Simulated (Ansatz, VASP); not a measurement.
# AgCl: VASP beside Ansatz

File INCAR:

```
  ALGO = Normal
  EDIFF = 1E-6
  ENCUT = 520
  GGA = PE
  ISIF = 2
  ISMEAR = 0
  LASPH = True
  LCHARG = False
  LREAL = False
  LWAVE = False
  NBANDS = 16
  NELM = 100
  PREC = Accurate
  SIGMA = 0.02
```

KPOINTS

```
k-points
0
Gamma
  8 8 8
```

File POSCAR:

```
AgCl
1.0
    0.0000000000      2.7353796970      2.7353796970
    2.7353796970      0.0000000000      2.7353796970
    2.7353796970      2.7353796970      0.0000000000
Ag Cl
1 1
Direct
    0.5000000000      0.5000000000      0.5000000000
    0.0000000000      0.0000000000      0.0000000000
```

Input for Ansatz:

```yaml
crystal:
  lattice:
    - [0.0, 2.735379697, 2.735379697]
    - [2.735379697, 0.0, 2.735379697]
    - [2.735379697, 2.735379697, 0.0]
  atoms:
    - { symbol: Ag, position: [0.5, 0.5, 0.5] }
    - { symbol: Cl, position: [0.0, 0.0, 0.0] }
basis:
  ecutwfc: 420
kpoints:
  mp_grid: { grid: [8, 8, 8] }
hamiltonian:
  xc: pbe
scf:
  occupations: { method: gaussian, width: 0.02 }
output:
  forces: true
  stress: true
  eigenvalues: true
```

Alike in both runs: task single point; functional PBE; k mesh 8 × 8 × 8; occupations gaussian, width 0.02 eV; no spin polarisation.

|  | VASP | Ansatz |
| --- | --- | --- |
| version | VASP 6.6.1 | Ansatz 0.2.0 |
| potentials or method | VASP PAW PBE potentials, release 64 (Ag, Cl), cutoff 520 eV | scalar-relativistic, plane waves, PAW |
| valence electrons in the cell | 18 | 26 |

|  | VASP | Ansatz | Ansatz less VASP |
| --- | --- | --- | --- |
| gap on the k mesh at the Fermi level (eV) | 0.90 | 0.91 | +0.003 |
| least direct gap on the mesh (eV) | 3.32 | 3.32 | +0.002 |
| pressure (GPa) | 3.7 | 3.9 | +0.16 |

VASP's potentials hold 18 valence electrons a cell and Ansatz's 26, so a difference there can come from the potentials and not from the codes.
